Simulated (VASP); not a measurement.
# LuTl2S4Br (P4/mmm) in VASP: a series of runs, part 2 of 2

VASP 6.6.1. Earlier steps stand in the parts before.

## 3. Single point, PBE

The input, INCAR:

```
SYSTEM = LuTl2S4Br
PREC = Accurate
ENCUT = 520
EDIFF = 1E-6
ISMEAR = -1
SIGMA = 0.0506
LREAL = .False.
LASPH = .True.
NELM = 60
ALGO = Normal
ISIF = 2
LWAVE = .False.
LCHARG = .False.
GGA = PE
NBANDS = 51
```

The input, KPOINTS:

```
Automatic mesh
0
Gamma
  4 4 2
  0 0 0
```

The input, POSCAR:

```
LuTl2S4Br
1.0
    4.2496680000      0.0000000000      0.0000000000
    0.0000000000      4.2496680000      0.0000000000
    0.0000000000      0.0000000000     10.0908590000
Lu Tl S Br
1 2 4 1
Direct
    0.0000000000      0.0000000000      0.0000000000
    0.5000000000      0.5000000000      0.7293000000
    0.5000000000      0.5000000000      0.2707000000
    0.5000000000      0.0000000000      0.8540000000
    0.0000000000      0.5000000000      0.8540000000
    0.5000000000      0.0000000000      0.1460000000
    0.0000000000      0.5000000000      0.1460000000
    0.0000000000      0.0000000000      0.5000000000
```

Potentials or basis: VASP PAW PBE potentials, release 64 (Lu, Tl_d, S, Br).

Started as:

```sh
$ cat potpaw_PBE.64/Lu/POTCAR potpaw_PBE.64/Tl_d/POTCAR potpaw_PBE.64/S/POTCAR potpaw_PBE.64/Br/POTCAR > POTCAR
$ mpirun -np 1 vasp_std > vasp.out
```

OUTCAR:

```text
SYSTEM = LuTl2S4Br
   PREC = Accurate
   ENCUT = 520
   EDIFF = 1E-6
   ISMEAR = -1
   LREAL = .False.
   LASPH = .True.
   NELM = 60
   ISIF = 2
   GGA = PE

 ion  position               nearest neighbor table
   1  0.000  0.000  0.000-   4 2.59   5 2.59   6 2.59   7 2.59   5 2.59   7 2.59   4 2.59   6 2.59

   2  0.500  0.500  0.729-   4 2.47   5 2.47   4 2.47   5 2.47
   3  0.500  0.500  0.271-   6 2.47   7 2.47   6 2.47   7 2.47
   4  0.500  0.000  0.854-   2 2.47   2 2.47   1 2.59   1 2.59
   5  0.000  0.500  0.854-   2 2.47   2 2.47   1 2.59   1 2.59
   6  0.500  0.000  0.146-   3 2.47   3 2.47   1 2.59   1 2.59
   7  0.000  0.500  0.146-   3 2.47   3 2.47   1 2.59   1 2.59
   8  0.000  0.000  0.500-

  LATTYP: Found a simple tetragonal cell.
 ALAT       =     4.2496680000
 C/A-ratio  =     2.3745052555

  Lattice vectors:

 A1 = (   4.2496680000,   0.0000000000,   0.0000000000)
 A2 = (   0.0000000000,   4.2496680000,   0.0000000000)
 A3 = (   0.0000000000,   0.0000000000,  10.0908590000)

Analysis of symmetry for initial positions (statically):
[... 180 lines left out ...]
  band No.  band energies     occupation
      1     -50.6136      2.00000
      2     -21.4803      2.00000
      3     -21.4311      2.00000
      4     -21.4311      2.00000
      5     -10.6938      2.00000
      6      -9.8210      2.00000
[... 637 lines left out ...]
     50      10.5869      0.00000
     51      11.0226      0.00000

------------------------ aborting loop because EDIFF is reached ----------------------------------------

  FORCE on cell =-STRESS in cart. coord.  units (eV):
  Direction    XX          YY          ZZ          XY          YZ          ZX
  --------------------------------------------------------------------------------------
  -------------------------------------------------------------------------------------
  Total       26.1075795     26.1075795     14.7378185      0.0000000     -0.0000000      0.0000000
  in kB      229.5297846    229.5297846    129.5703535      0.0000000     -0.0000000      0.0000000
  external PRESSURE =     196.2099743 kB  Pullay stress =       0.0000000 kB

 VOLUME and BASIS-vectors are now :
 -----------------------------------------------------------------------------
  energy-cutoff  :      520.00
  volume of cell :      182.24
      direct lattice vectors                 reciprocal lattice vectors
     4.249668000  0.000000000  0.000000000     0.235312500  0.000000000  0.000000000
     0.000000000  4.249668000  0.000000000     0.000000000  0.235312500  0.000000000
     0.000000000  0.000000000 10.090859000     0.000000000  0.000000000  0.099099591

 POSITION                                       TOTAL-FORCE (eV/Angst)
 -----------------------------------------------------------------------------------
      0.00000      0.00000      0.00000        -0.000000     -0.000000      0.000000
      2.12483      2.12483      7.35926        -0.000000      0.000000     -3.622186
      2.12483      2.12483      2.73160         0.000000      0.000000      3.622186
      2.12483      0.00000      8.61759         0.000000     -0.000000      0.367785
      0.00000      2.12483      8.61759        -0.000000     -0.000000      0.367785
      2.12483      0.00000      1.47327        -0.000000     -0.000000     -0.367785
      0.00000      2.12483      1.47327        -0.000000     -0.000000     -0.367785
      0.00000      0.00000      5.04543        -0.000000     -0.000000      0.000000
 -----------------------------------------------------------------------------------
    total drift:                                0.000000     -0.000000      0.000000

  FREE ENERGIE OF THE ION-ELECTRON SYSTEM (eV)
  ---------------------------------------------------
  free  energy   TOTEN  =       -27.6392276389 eV

  energy  without entropy=      -27.5848040988  energy(sigma->0) =      -27.61201587
```

OSZICAR:

```text
N       E                     dE             d eps       ncg     rms          rms(c)
DAV:   1     0.662799386733E+03    0.66280E+03   -0.36555E+04  1871   0.372E+03
DAV:   2     0.595315740538E+02   -0.60327E+03   -0.56884E+03  1616   0.676E+02
DAV:   3    -0.225774843327E+02   -0.82109E+02   -0.78173E+02  1356   0.136E+02
DAV:   4    -0.293709495120E+02   -0.67935E+01   -0.67084E+01  1696   0.384E+01
DAV:   5    -0.297376896342E+02   -0.36674E+00   -0.36614E+00  2032   0.726E+00    0.242E+01
DAV:   6    -0.276616804014E+02    0.20760E+01   -0.40842E+00  1711   0.210E+01    0.160E+01
DAV:   7    -0.276700592728E+02   -0.83789E-02   -0.22547E+00  1581   0.712E+00    0.476E+00
DAV:   8    -0.276396147237E+02    0.30445E-01   -0.22852E-01  1757   0.384E+00    0.117E+00
DAV:   9    -0.276390724209E+02    0.54230E-03   -0.31029E-02  1696   0.160E+00    0.473E-01
DAV:  10    -0.276389960815E+02    0.76339E-04   -0.41371E-03  1749   0.450E-01    0.170E-01
DAV:  11    -0.276391573907E+02   -0.16131E-03   -0.40473E-04  1733   0.188E-01    0.646E-02
DAV:  12    -0.276392168177E+02   -0.59427E-04   -0.12599E-04  1650   0.890E-02    0.168E-02
DAV:  13    -0.276392248334E+02   -0.80157E-05   -0.23099E-05  1688   0.317E-02    0.114E-02
DAV:  14    -0.276392272235E+02   -0.23901E-05   -0.41217E-06  1434   0.160E-02    0.317E-03
DAV:  15    -0.276392276389E+02   -0.41539E-06   -0.11039E-06  1020   0.818E-03
   1 F= -.27639228E+02 E0= -.27612016E+02  d E =-.544235E-01
```

Wall time 2.5 min (1 thread of Intel Xeon Platinum 8259CL at 2.50GHz (Skylake/Cascade Lake), shared host); peak memory 0.34 GiB.

What came out:

* Free energy: -27.6392 eV
* Pressure: 19.6 GPa
* Largest force: 3.622 eV/Å
* Band gap on the k mesh: zero (bands 41 and 42 overlap by 0.83 eV)

Forces on the atoms (eV/Å):
```
Lu   0.000  0.000  0.000
Tl   0.000  0.000 -3.622
Tl   0.000  0.000  3.622
S    0.000  0.000  0.368
S    0.000  0.000  0.368
S    0.000  0.000 -0.368
S    0.000  0.000 -0.368
Br   0.000  0.000  0.000
```

Caveat: the k points lie up to 0.37 Å⁻¹ apart, too coarse for converged energies and pressures of a metal; spin-orbit coupling is left out, which moves the levels of the heavy elements; forces of over 1 eV/Å act on the atoms, so gaps and moduli don't describe the material at rest.

## 4. Single point, PBE

The input, INCAR:

```
SYSTEM = LuTl2S4Br
PREC = Accurate
ENCUT = 520
EDIFF = 1E-7
ISMEAR = -1
SIGMA = 0.0506
LREAL = .False.
LASPH = .True.
NELM = 80
ALGO = Normal
ISIF = 2
LWAVE = .False.
LCHARG = .False.
GGA = PE
ISYM = 0
NBANDS = 51
```

KPOINTS is that of step 3.

POSCAR is that of step 3.

Started as:

```sh
$ cat potpaw_PBE.64/Lu/POTCAR potpaw_PBE.64/Tl_d/POTCAR potpaw_PBE.64/S/POTCAR potpaw_PBE.64/Br/POTCAR > POTCAR
$ mpirun -np 1 vasp_std > vasp.out
```

It took 4.1 min on 1 thread of Intel Xeon Platinum 8259CL at 2.50GHz (Skylake/Cascade Lake), shared host; peak memory 0.38 GiB.

The run converged. Its results:

```
Free energy            : -27.6392 eV
Pressure               : 19.6 GPa
Largest force          : 3.622 eV/Å
Band gap on the k mesh : zero (bands 41 and 42 overlap by 0.83 eV)
```

Forces on the atoms (eV/Å):
```
Lu   0.000  0.000  0.000
Tl   0.000  0.000 -3.622
Tl   0.000  0.000  3.622
S    0.000  0.000  0.368
S    0.000  0.000  0.368
S    0.000  0.000 -0.368
S    0.000  0.000 -0.368
Br   0.000  0.000  0.000
```

Stress tensor (GPa, compression positive):
```
22.95  0.00  0.00
 0.00 22.95  0.00
 0.00  0.00 12.96
```

Levels at points of the mesh, in eV from the Fermi level:
| k point | band 39 | band 40 | band 41 | band 42 | band 43 | band 44 |
| --- | --- | --- | --- | --- | --- | --- |
| (0.00, 0.00, 0.00) | -0.52 | -0.08 | -0.08 | 0.39 | 1.21 | 1.76 |
| (0.50, 0.00, 0.00) | -1.63 | -0.59 | -0.59 | 0.94 | 1.49 | 3.39 |
| (0.00, 0.50, 0.00) | -1.63 | -0.59 | -0.59 | 0.94 | 1.49 | 3.39 |
| (0.50, 0.50, 0.00) | -0.79 | -0.14 | 0.77 | 1.11 | 1.17 | 3.11 |
| (0.00, 0.00, 0.50) | -0.41 | -0.08 | -0.08 | 0.38 | 0.94 | 2.65 |
| (0.50, 0.00, 0.50) | -1.18 | -1.16 | -0.59 | 0.38 | 1.76 | 3.41 |
| (0.00, 0.50, 0.50) | -1.18 | -1.16 | -0.59 | 0.38 | 1.76 | 3.41 |
| (0.50, 0.50, 0.50) | -0.79 | -0.69 | 0.77 | 1.11 | 1.17 | 3.38 |

Caveat: the k points lie up to 0.37 Å⁻¹ apart, too coarse for converged energies and pressures of a metal; spin-orbit coupling is left out, which moves the levels of the heavy elements; forces of over 1 eV/Å act on the atoms, so gaps and moduli don't describe the material at rest.

## 5. Single point, LDA, collinear spin, zero start

The input, INCAR:

```
SYSTEM = LuTl2S4Br
ALGO = Normal
EDIFF = 1E-6
ENCUT = 520
GGA = CA
ISIF = 2
ISMEAR = -1
ISPIN = 2
LASPH = .True.
LCHARG = .False.
LORBIT = 11
LREAL = .False.
LWAVE = .False.
MAGMOM = 0 0 0 0 0 0 0 0
NBANDS = 55
NELM = 150
PREC = Accurate
SIGMA = 0.0506
```

The input, KPOINTS:

```
k-points
0
Gamma
  4 4 2
  0 0 0
```

POSCAR is that of step 4.

Potentials or basis: VASP PAW PBE potentials, release 64 (Lu, Tl_d, S, Br).

Started as:

```sh
$ cat potpaw_PBE.64/Lu/POTCAR potpaw_PBE.64/Tl_d/POTCAR potpaw_PBE.64/S/POTCAR potpaw_PBE.64/Br/POTCAR > POTCAR
$ mpirun -np 1 vasp_std > vasp.out
```

OUTCAR:

```text
SYSTEM = LuTl2S4Br
   EDIFF = 1E-6
   ENCUT = 520
   GGA = CA
   ISIF = 2
   ISMEAR = -1
   ISPIN = 2
   LASPH = .True.
   LORBIT = 11
   LREAL = .False.
   NELM = 150
   PREC = Accurate

 ion  position               nearest neighbor table
   1  0.000  0.000  0.000-   4 2.59   5 2.59   6 2.59   7 2.59   5 2.59   7 2.59   4 2.59   6 2.59

   2  0.500  0.500  0.729-   4 2.47   5 2.47   4 2.47   5 2.47
   3  0.500  0.500  0.271-   6 2.47   7 2.47   6 2.47   7 2.47
   4  0.500  0.000  0.854-   2 2.47   2 2.47   1 2.59   1 2.59
   5  0.000  0.500  0.854-   2 2.47   2 2.47   1 2.59   1 2.59
   6  0.500  0.000  0.146-   3 2.47   3 2.47   1 2.59   1 2.59
   7  0.000  0.500  0.146-   3 2.47   3 2.47   1 2.59   1 2.59
   8  0.000  0.000  0.500-

  LATTYP: Found a simple tetragonal cell.
 ALAT       =     4.2496680000
 C/A-ratio  =     2.3745052555

  Lattice vectors:

 A1 = (   4.2496680000,   0.0000000000,   0.0000000000)
 A2 = (   0.0000000000,   4.2496680000,   0.0000000000)
 A3 = (   0.0000000000,   0.0000000000,  10.0908590000)

Analysis of symmetry for initial positions (statically):
=====================================================================
 Subroutine PRICEL returns:
 Original cell was already a primitive cell.

 Routine SETGRP: Setting up the symmetry group for a
 simple tetragonal supercell.

 Subroutine GETGRP returns: Found 16 space group operations
 (whereof 16 operations were pure point group operations)
 out of a pool of 16 trial point group operations.

The static configuration has the point symmetry D_4h.

Analysis of symmetry for dynamics (positions and initial velocities):
=====================================================================
 Subroutine PRICEL returns:
 Original cell was already a primitive cell.

 Routine SETGRP: Setting up the symmetry group for a
 simple tetragonal supercell.

 Subroutine GETGRP returns: Found 16 space group operations
 (whereof 16 operations were pure point group operations)
 out of a pool of 16 trial point group operations.

The dynamic configuration has the point symmetry D_4h.

Analysis of structural, dynamic, and magnetic symmetry:
=====================================================================
 Subroutine PRICEL returns:
 Original cell was already a primitive cell.

 Routine SETGRP: Setting up the symmetry group for a
 simple tetragonal supercell.

 Subroutine GETGRP returns: Found 16 space group operations
 (whereof 16 operations were pure point group operations)
 out of a pool of 16 trial point group operations.

The overall configuration has the point symmetry D_4h.

 Subroutine INISYM returns: Found 16 space group operations
 (whereof 16 operations are pure point group operations),
 and found     1 'primitive' translations

----------------------------------------------------------------------------------------

                                     Primitive cell

  volume of cell :     182.2377

[... 98 lines left out ...]
   NELECT =      82.0000    total number of electrons
   NUPDOWN=      -1.0000    fix difference up-down
   EMIN   =  10.00;   EMAX   =-10.00  energy-range for DOS
   EFERMI =   0.00;   METHOD = LEGACY
   ISMEAR =    -1;   SIGMA  =   0.05  broadening in eV -4-tet -1-fermi 0-gaus
   EFERMI_NEDOS =   21; number of points for ismear=-14 and -15
   IALGO  =     38    algorithm
   IMIX   =      4    mixing-type and parameters
     AMIX     =   0.40;   BMIX     =  1.00
     AMIX_MAG =   1.60;   BMIX_MAG =  1.00
  volume/ion in A,a.u.               =      22.78       153.73
  Fermi-wavevector in a.u.,A,eV,Ry     =   1.254489  2.370640 21.412056  1.573742
  Thomas-Fermi vector in A             =   2.388291
   LORBIT       =     11    0 simple, 1 ext, 2 COOP (PROOUT), +10 PAW based schemes
   GGA     = CA    functional components
   LHFCALC =     F    Hartree Fock is set to
   AEXX    =    0.0000 exact exchange contribution
   IVDW    =     0    specifies the selected vdW correction
   LEPSILON=     F    determine dielectric tensor
   LRPA    =     F    only Hartree local field effects (RPA)
 spin polarized calculation
  energy-cutoff  :      520.00
  volume of cell :      182.24
 maximum number of plane-waves:      4924
 NGX is ok and might be reduce to    32
   NGX = 15   NGY = 15   NGZ = 37

 number of electron      82.0000013 magnetization      -0.0000287

 number of electron      82.0000013 magnetization       0.0000337

 Free energy of the ion-electron system (eV)
  ---------------------------------------------------
  ext. energy  EPLUGINS =         0.00000000
  ---------------------------------------------------
  free energy    TOTEN  =       -33.93497532 eV

  energy without entropy =      -33.87459426  energy(sigma->0) =      -33.90478479

 E-fermi :   3.8918     XC(G=0): -10.2079

 val. band max:        3.8671627213   @ k =   0.2500   0.2500   0.0000
 cond. band min:       3.9626181810   @ k =   0.2500   0.0000   0.0000
 fundamental gap:      0.0954554597
 Fermi energy:         3.8917881853

 spin component 1

 k-point     1 :       0.0000    0.0000    0.0000
  band No.  band energies     occupation
      1     -50.6161      1.00000
      2     -21.6890      1.00000
      3     -21.6399      1.00000
      4     -21.6399      1.00000
      5     -10.9306      1.00000
      6     -10.0508      1.00000
[... 661 lines left out ...]
     52      10.7550      0.00000
     53      11.3863      0.00000
 Fermi energy:         3.8917881853

 spin component 2

 k-point     1 :       0.0000    0.0000    0.0000
  band No.  band energies     occupation
      1     -50.6161      1.00000
      2     -21.6890      1.00000
      3     -21.6399      1.00000
      4     -21.6399      1.00000
      5     -10.9306      1.00000
      6     -10.0508      1.00000
[... 661 lines left out ...]
     52      10.7550      0.00000
     53      11.3863      0.00000
 [bands above 53 left out]

------------------------ aborting loop because EDIFF is reached ----------------------------------------

  FORCE on cell =-STRESS in cart. coord.  units (eV):
  Direction    XX          YY          ZZ          XY          YZ          ZX
  --------------------------------------------------------------------------------------
  -------------------------------------------------------------------------------------
  Total       19.2257097     19.2257097      8.7874746      0.0000000     -0.0000000      0.0000000
  in kB      169.0265084    169.0265084     77.2567655      0.0000000     -0.0000000      0.0000000
  external PRESSURE =     138.4365941 kB  Pullay stress =       0.0000000 kB

 VOLUME and BASIS-vectors are now :
 -----------------------------------------------------------------------------
  energy-cutoff  :      520.00
  volume of cell :      182.24
      direct lattice vectors                 reciprocal lattice vectors
     4.249668000  0.000000000  0.000000000     0.235312500  0.000000000  0.000000000
     0.000000000  4.249668000  0.000000000     0.000000000  0.235312500  0.000000000
     0.000000000  0.000000000 10.090859000     0.000000000  0.000000000  0.099099591

 POSITION                                       TOTAL-FORCE (eV/Angst)
 -----------------------------------------------------------------------------------
      0.00000      0.00000      0.00000        -0.000000     -0.000000     -0.000000
      2.12483      2.12483      7.35926        -0.000000     -0.000000     -3.187680
      2.12483      2.12483      2.73160        -0.000000      0.000000      3.187680
      2.12483      0.00000      8.61759         0.000000      0.000000      0.472141
      0.00000      2.12483      8.61759        -0.000000      0.000000      0.472141
      2.12483      0.00000      1.47327         0.000000     -0.000000     -0.472141
      0.00000      2.12483      1.47327        -0.000000     -0.000000     -0.472141
      0.00000      0.00000      5.04543        -0.000000     -0.000000     -0.000000
 -----------------------------------------------------------------------------------
    total drift:                                0.000000     -0.000000      0.000000

  FREE ENERGIE OF THE ION-ELECTRON SYSTEM (eV)
  ---------------------------------------------------
  free  energy   TOTEN  =       -33.9349753220 eV

  energy  without entropy=      -33.8745942648  energy(sigma->0) =      -33.90478479

 total charge

# of ion       s       p       d       f       tot
--------------------------------------------------
    1        2.250   6.156   1.166  14.072  23.643
    2        1.045   0.551   9.743   0.000  11.339
    3        1.045   0.551   9.743   0.000  11.339
    4        1.367   2.372   0.000   0.000   3.739
    5        1.367   2.372   0.000   0.000   3.739
    6        1.367   2.372   0.000   0.000   3.739
    7        1.367   2.372   0.000   0.000   3.739
    8        1.607   3.137   0.003   0.000   4.747
--------------------------------------------------
tot         11.413  19.883  20.655  14.072  66.023

 magnetization (x)

# of ion       s       p       d       f       tot
--------------------------------------------------
    1        0.000   0.000  -0.000  -0.000   0.000
    2        0.000   0.000   0.000   0.000   0.000
    3        0.000   0.000   0.000   0.000   0.000
    4        0.000   0.000   0.000   0.000   0.000
    5        0.000   0.000   0.000   0.000   0.000
    6        0.000   0.000   0.000   0.000   0.000
    7        0.000   0.000   0.000   0.000   0.000
    8        0.000   0.000   0.000   0.000   0.000
--------------------------------------------------
tot          0.000   0.000   0.000  -0.000   0.000
```

Run time: 4.3 min. Hardware: 1 thread of Intel Xeon Platinum 8259CL at 2.50GHz (Skylake/Cascade Lake), shared host; peak memory 0.38 GiB.

What came out:

```yaml
Free_energy: -33.9350 eV
Pressure: 13.8 GPa
Largest_force: 3.188 eV/Å
Band_gap_on_the_k_mesh: zero (filled and empty bands overlap)
Net_moment: 0.00 μB per cell
Valence_electrons_inside_the_program's_atomic_spheres: Lu 23.64; Tl 11.34; S 3.74; Br 4.75
```

Forces in eV/Å, atoms in the order of the input:
```
Lu   0.000  0.000  0.000
Tl   0.000  0.000 -3.188
Tl   0.000  0.000  3.188
S    0.000  0.000  0.472
S    0.000  0.000  0.472
S    0.000  0.000 -0.472
S    0.000  0.000 -0.472
Br   0.000  0.000  0.000
```

Stress tensor (GPa, compression positive):
```
16.90  0.00  0.00
 0.00 16.90  0.00
 0.00  0.00  7.73
```

Caveat: the k points lie up to 0.37 Å⁻¹ apart, too coarse for converged energies and pressures of a metal; the PAW data sets were made with another functional, which shifts forces and pressure a little; spin-orbit coupling is left out, which moves the levels of the heavy elements.
